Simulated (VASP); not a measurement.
Crystal: CoPdO2.

```
CELL_PARAMETERS angstrom
1.43169 0.82659 5.95777
-1.43169 0.82659 5.95777
0.00000 -1.65317 5.95777
ATOMIC_POSITIONS crystal
Pd 0.00000 0.00000 0.00000
Co 0.50000 0.50000 0.50000
O 0.11248 0.11248 0.11248
O 0.88752 0.88752 0.88752
```

Base run:

| Property | Result |
| --- | --- |
| Program | VASP 6.6.1 |
| Functional | PBE |
| Potentials or basis | VASP PAW PBE potentials, release 64 (Pd, Co, O) |
| Cutoff | 520 eV |
| k mesh | 9 × 9 × 9 |
| Occupations | fermi-dirac, width 0.05 eV |
| Spin | collinear spin, ferromagnetic start |
| Starting moments | [0.0, 1.0, 0.0, 0.0] μB |
| Fixed moment | 1 μB |

Its results: pressure 2.7 GPa; site moments Pd +0.38; Co +0.55; O +0.03 μB; largest force 0.185 eV/Å.

Problem. The run is repeated on the same cell with these changes: fixed moment from 1 μB to 0.5 μB; moments at the start from [0.0, 1.0, 0.0, 0.0] to [0.0, 0.5, 0.0, 0.0]. What comes out?

Solution. Pressure 0.6 GPa; site moments Pd +0.23; Co +0.23; O +0.01 μB; largest force 0.190 eV/Å.

Caveats: the total moment is fixed, so each spin has its own Fermi level; a cell with one magnetic atom can't hold antiferromagnetic order, which such compounds often take.
